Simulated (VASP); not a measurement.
A run of VASP 6.6.1 is set up as follows.

INCAR

```
PREC = Accurate ; ENCUT = 520
EDIFF = 1E-6 ; ISMEAR = 0
SIGMA = 0.05 ; LREAL = False
LASPH = True ; NELM = 200
ALGO = Normal ; ISIF = 2
LWAVE = False ; LCHARG = False
ISPIN = 2 ; MAGMOM = 1 0 0 1 1 0 0 0 0 0 0 1
LORBIT = 11 ; LMAXMIX = 4
GGA = PE ; NBANDS = 64
GGA_COMPAT = False ; KPAR = 4
```

File KPOINTS:

```
regular mesh
0
Gamma
  1 1 18
```

File POSCAR:

```
TiO2
1.0
   18.5000000000      0.0000000000      0.0000000000
    0.0000000000     11.2000000000      0.0000000000
    0.0000000000      0.0000000000      2.9700315782
Ti O
4 8
Direct
    0.2926395493      0.5265508716      0.5000000000
    0.4272672657      0.4803287848      0.0000000000
    0.5727327343      0.5196712152      0.5000000000
    0.7073604507      0.4734491284      0.0000000000
    0.2433140051      0.5792876045      0.0000000000
    0.3836116638      0.5898007332      0.5000000000
    0.5243938647      0.5884337946      0.0000000000
    0.6636103456      0.5863160859      0.5000000000
    0.3363896544      0.4136839141      0.0000000000
    0.4756061353      0.4115662054      0.5000000000
    0.6163883362      0.4101992668      0.0000000000
    0.7566859949      0.4207123955      0.5000000000
```

Potentials or basis: VASP PAW PBE potentials, release 64 (Ti_sv, O).

The run is started by

```sh
$ cat potpaw_PBE.64/Ti_sv/POTCAR potpaw_PBE.64/O/POTCAR > POTCAR
$ mpirun -np 4 vasp_std > vasp.out
```

Problem. Estimate the net moment.

Solution. 0.00 μB per cell.

Problem. Predict the largest force.

Solution. 0.101 eV/Å.

Problem. Estimate the band gap on the k mesh.

Solution. 3.27 eV.

Forces in eV/Å, atoms in the order of the input:
```
Ti  -0.047 -0.069  0.000
Ti   0.022  0.053  0.000
Ti  -0.022 -0.053  0.000
Ti   0.047  0.069  0.000
O   -0.081  0.061  0.000
O    0.076  0.066  0.000
O   -0.052  0.058  0.000
O    0.060  0.067  0.000
O   -0.060 -0.067  0.000
O    0.052 -0.058  0.000
O   -0.076 -0.066  0.000
O    0.081 -0.061  0.000
```
